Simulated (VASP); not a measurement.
CdSe:

```
Cd Se
1.0
     0.00000    3.06778    2.94047
     3.06778    0.00000    2.94047
     3.06778    3.06778    0.00000
Cd Se
1 1
Direct
  0.00000 0.00000 0.00000
  0.25000 0.25000 0.25000
```

This cell differs from its parent crystal: uniaxial z strain -4.2%.

Base run:

```yaml
Program: VASP 6.6.1
Functional: r2SCAN
Potentials_or_basis: VASP PAW PBE potentials, release 64 (Cd, Se)
Cutoff: 520 eV
k_mesh: 8 × 8 × 8
Occupations: gaussian, width 0.01 eV
Spin: no spin polarisation
```

Its results: band gap on the k mesh 1.04 eV, direct; pressure 2.6 GPa.

Problem. The run is repeated on the same cell with these changes: functional from r2SCAN to PBE; occupations from gaussian, width 0.01 eV to fermi-dirac, width 0.02 eV. What comes out?

Solution. Band gap on the k mesh 0.56 eV, direct; pressure 4.1 GPa.

Caveats: the PAW data sets were made with another functional, which shifts forces and pressure a little (some runs).

